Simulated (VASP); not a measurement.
Crystal: TmP2.

```xyz
6
Lattice="0.0000 4.0509 4.0509 4.0509 0.0000 4.0509 4.0509 4.0509 0.0000" Properties=species:S:1:pos:R:3 pbc="T T T"
Tm    4.0509    4.0509    4.0509
Tm    6.0763    6.0763    6.0763
P     1.0127    3.0382    3.0382
P     1.0127    1.0127    1.0127
P     3.0382    3.0382    1.0127
P     3.0382    1.0127    3.0382
```

The cell was generated, and may not be a known phase.

```yaml
Program: VASP 6.6.1
Task: relaxation of cell and atoms
Functional: PBE
Potentials_or_basis: VASP PAW PBE potentials, release 64 (Tm_3, P), 4f in core
Cutoff: 500 eV
k_mesh: 4 × 4 × 4
Occupations: gaussian, width 0.1 eV
Spin: no spin polarisation
```

At the start: pressure -11.5 GPa; volume 22.16 Å³/atom.

Question: Where does the relaxation end?

Answer: Over 3 steps the energy falls by 189.8 meV/atom and the volume is 17.76 Å³/atom (-19.8 %); space group Fd-3m (No. 227, to 0.1 Å) before and after.

The path:
```csv
step,energy change (eV),largest force (eV/Å),pressure (GPa),volume (Å³)
1,0.0000,0.0000,-11.47,132.95
2,-1.1294,0.0000,1.55,104.70
3,-1.1388,0.0000,0.08,106.56
```

Final structure:
```yaml
crystal:
  lattice:
    - [0.00000, 3.76291, 3.76291]
    - [3.76291, 0.00000, 3.76291]
    - [3.76291, 3.76291, 0.00000]
  atoms:
    - { symbol: Tm, position: [0.50000, 0.50000, 0.50000] }
    - { symbol: Tm, position: [0.75000, 0.75000, 0.75000] }
    - { symbol: P, position: [0.62500, 0.12500, 0.12500] }
    - { symbol: P, position: [0.12500, 0.12500, 0.12500] }
    - { symbol: P, position: [0.12500, 0.12500, 0.62500] }
    - { symbol: P, position: [0.12500, 0.62500, 0.12500] }
```

Caveat: the volume moved by over 15 % at a fixed basis, so the end points are rough.
